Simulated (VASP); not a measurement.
Ti: single point with PBE

The system is Ti.

```
Ti
1.0
     4.69358    0.00000    0.00000
    -2.34679    4.06476    0.00000
     0.00000    0.00000    2.90256
Ti
3
Direct
  0.97151 0.94301 0.00000
  0.34758 0.69516 0.50000
  0.68091 0.36183 0.50000
```

* Program: VASP 6.6.1
* Task: single point
* Functional: PBE
* Potentials or basis: VASP PAW PBE potentials, release 64 (Ti_sv)
* Cutoff: 500 eV
* k mesh: 12 × 12 × 14
* Occupations: gaussian, width 0.15 eV
* Spin: no spin polarisation
* Dipole correction: no
* Further INCAR settings: ALGO = Normal; EDIFF = 1e-06; NBANDS = 25

- Pressure: -4.9 GPa
- Largest force: 1.244 eV/Å
- Band gap on the k mesh: zero (band 18 reaches 7.79 eV, above the bottom of band 19 at 7.45 eV)

Forces on the atoms (eV/Å):
```
Ti   0.000  1.244  0.000
Ti   0.000 -0.366  0.000
Ti   0.000 -0.878  0.000
```

Stress tensor (GPa, compression positive):
```
-5.23  0.00  0.00
 0.00 -2.62  0.00
 0.00  0.00 -6.86
```

Levels at points of the mesh, in eV from the Fermi level:
| k point | band 16 | band 17 | band 18 | band 19 | band 20 | band 21 |
| --- | --- | --- | --- | --- | --- | --- |
| (0.00, 0.00, 0.00) | -0.79 | -0.51 | -0.51 | 0.04 | 0.89 | 1.25 |
| (0.50, 0.00, 0.00) | -0.77 | -0.33 | -0.18 | 0.20 | 0.59 | 0.88 |
| (0.00, 0.50, 0.00) | -0.76 | -0.65 | -0.07 | 0.62 | 0.70 | 0.89 |
| (0.00, 0.00, 0.50) | -1.68 | -1.42 | -1.34 | 1.00 | 1.03 | 1.09 |
| (0.50, 0.00, 0.50) | -1.17 | -0.70 | -0.43 | 0.34 | 0.73 | 0.99 |
| (0.00, 0.50, 0.50) | -0.92 | -0.72 | -0.48 | 0.61 | 0.64 | 0.71 |

It took 10 min on 1 thread of Intel(R) Xeon(R) Platinum 8259CL CPU @ 2.50GHz (Skylake/Cascade Lake), with other jobs on the host, peak memory 0.43 GiB.

Caveat: forces of over 1 eV/Å act on the atoms, so gaps and moduli don't describe the material at rest.
